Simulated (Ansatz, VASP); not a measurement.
## K2ZrO2 in VASP and in Ansatz

File INCAR:

```
SYSTEM = K2ZrO2
PREC = Accurate
ENCUT = 600
EDIFF = 1E-6
ISMEAR = 0
SIGMA = 0.1
LREAL = .FALSE.
LASPH = .TRUE.
NELM = 80
ALGO = Normal
ISIF = 3
LWAVE = .FALSE.
LCHARG = .FALSE.
GGA = PE
IBRION = 2
NSW = 90
EDIFFG = -0.04
```

Contents of KPOINTS:

```
Automatic mesh
0
G
  6 6 4
  0 0 0
```

POSCAR

```
K2ZrO2
1.0
    5.0756761600      0.0000000000      0.0000000000
   -2.5378380800      4.3956645000      0.0000000000
    0.0000000000      0.0000000000      4.9392538000
K Zr O
2 1 2
Direct
    0.3333333300      0.6666666700      0.2757999900
    0.6666666700      0.3333333300      0.7242000100
    0.0000000000      0.0000000000      0.0000000000
    0.0000000000      0.0000000000      0.3794000100
    0.0000000000      0.0000000000      0.6205999900
```

Input for Ansatz:

```yaml
crystal:
  lattice:
    - [5.07567616, 0.0, 0.0]
    - [-2.53783808, 4.3956645, 0.0]
    - [0.0, 0.0, 4.9392538]
  atoms:
    - { symbol: K, position: [0.33333333, 0.66666667, 0.27579999] }
    - { symbol: K, position: [0.66666667, 0.33333333, 0.72420001] }
    - { symbol: Zr, position: [0.0, 0.0, 0.0] }
    - { symbol: O, position: [0.0, 0.0, 0.37940001] }
    - { symbol: O, position: [0.0, 0.0, 0.62059999] }
basis:
  ecutwfc: 420
kpoints:
  mp_grid: { grid: [6, 6, 4] }
hamiltonian:
  xc: pbe
scf:
  occupations: { method: gaussian, width: 0.1 }
  lower_state_search: "off"
output:
  forces: true
  stress: true
  eigenvalues: true
relax:
  adjacent_minimum: "off"
  f_tol: 0.04
  max_steps: 70
  cell: { stress_tol: 0.4 }
```

Change from the starting cell: species swapped into the Rb2PtC2 type (P-3m1, No. 164).

Alike in both runs: task relaxation of cell and atoms; functional PBE; k mesh 6 × 6 × 4; occupations gaussian, width 0.1 eV; no spin polarisation.

|  | VASP | Ansatz |
| --- | --- | --- |
| version | VASP 6.6.1 | Ansatz 0.2.0 |
| potentials or method | VASP PAW PBE potentials, release 64 (K_sv, Zr_sv, O), cutoff 600 eV | scalar-relativistic, plane waves, PAW |
| valence electrons in the cell | 42 | 42 |

```tsv
	VASP	Ansatz	Ansatz less VASP
gap on the k mesh at the Fermi level, each at its own relaxed structure (eV)	none	none	-
relaxed volume (Å³/atom)	22.44	26.14	+3.695
relaxed length of the cell vector where the two differ most in proportion (Å)	7.225	8.984	+1.7592
```

A gap of «none» marks a metal or a gap that the smearing closes. One of these differences is far larger than is usual between the two programs; its cause wasn't traced.

Noted on VASP's run: the standard files for N, O and F lose accuracy on very short bonds.
